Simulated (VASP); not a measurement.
Wanted: the native input for a VASP 6.6.1 run.

| Item | Value |
| --- | --- |
| Task | single point |
| Functional | r2SCAN |
| Potentials or basis | VASP PAW PBE potentials, release 64 (Os) |
| Cutoff | 520 eV |
| k mesh | 14 × 14 × 8 |
| Occupations | fermi-dirac, width 0.1 eV |
| Spin | no spin polarisation |
| Dipole correction | no |
| Further INCAR settings | ALGO = Normal; EDIFF = 1e-06; NBANDS = 15 |

Crystal: Os.

```xyz
2
Lattice="2.7015 0.0000 0.0000 -1.3508 2.3396 0.0000 0.0000 0.0000 4.2596" Properties=species:S:1:pos:R:3 pbc="T T T"
Os   -0.0001    1.5598    1.0649
Os    1.3506    0.7798    3.1947
```

These files were run (other wordings do the same):

POSCAR

```
Os
1.0
    2.7015321000      0.0000000000      0.0000000000
   -1.3507660500      2.3395922600      0.0000000000
    0.0000000000      0.0000000000      4.2595743000
Os
2
Direct
    0.3333000000      0.6667000000      0.2500000000
    0.6666000000      0.3333000000      0.7500000000
```

INCAR.step1

```
PREC = Accurate
ENCUT = 520
ISMEAR = -1
SIGMA = 0.1
LREAL = F
LASPH = T
NELM = 80
NBANDS = 15
GGA = PE
ALGO = Normal
EDIFF = 1E-4
LWAVE = T
LCHARG = F
```

INCAR.step2

```
PREC = Accurate
ENCUT = 520
EDIFF = 1E-6
ISMEAR = -1
SIGMA = 0.1
LREAL = F
LASPH = T
NELM = 80
ALGO = Normal
ISIF = 2
LWAVE = F
LCHARG = F
METAGGA = R2SCAN
LMIXTAU = T
NBANDS = 15
ISTART = 1
```

KPOINTS

```
Automatic mesh
0
Gamma
  14 14 8
```

Potentials or basis: VASP PAW PBE potentials, release 64 (Os).

Command:

```console
$ cat potpaw_PBE.64/Os/POTCAR > POTCAR
$ cp INCAR.step1 INCAR
$ mpirun -np 1 vasp_std > vasp.out
$ cp INCAR.step2 INCAR
$ mpirun -np 1 vasp_std > vasp.out
```

Results of the run:

```
Pressure               : 20.8 GPa
Band gap on the k mesh : zero (bands 8 and 9 overlap by 4.15 eV)
```

Caveat: the cell stands under pressure; the PAW data sets were made with another functional, which shifts forces and pressure a little; spin-orbit coupling is left out, which moves the levels of the heavy elements.

Wall time 6.6 min on 1 thread of Intel Xeon 8259CL (shared host), peak memory 0.22 GiB.
